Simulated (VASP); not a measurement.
A run of VASP 6.6.1:

Contents of INCAR:

```
SYSTEM = TiPt3
  PREC = Accurate
  ENCUT = 400
  EDIFF = 1E-8
  ISMEAR = -1
  SIGMA = 0.05
  LREAL = .FALSE.
  LASPH = .TRUE.
  NELM = 120
  ALGO = Normal
  ISIF = 2
  LWAVE = .FALSE.
  LCHARG = .FALSE.
  GGA = PS
  LEFG = .TRUE.
  NBANDS = 29
  GGA_COMPAT = .FALSE.
```

KPOINTS

```
Automatic mesh
0
G
  9 9 9
  0 0 0
```

Contents of POSCAR:

```
TiPt3
1.0
    3.8839664578      0.0000000000      0.0000000000
    0.0000000000      3.8839664578      0.0000000000
    0.0000000000      0.0000000000      3.8839664578
Ti Pt
1 3
Direct
    0.0000000000      0.0000000000      0.0000000000
    0.0000000000      0.5000000000      0.5000000000
    0.5000000000      0.0000000000      0.5000000000
    0.5000000000      0.5000000000      0.0000000000
```

Potentials or basis: VASP PAW PBE potentials, release 64 (Ti_sv, Pt).

Command:

```console
$ cat potpaw_PBE.64/Ti_sv/POTCAR potpaw_PBE.64/Pt/POTCAR > POTCAR
$ mpirun -np 1 vasp_std > vasp.out
```

Hardware: 1 thread of AMD EPYC 7R13, on a shared host.

Task: How long does it take, and how much memory?

Result: It took 83 s on 1 thread of AMD EPYC 7R13 (shared host), peak memory 0.15 GiB. Counts: scf iterations 17, k points 35.
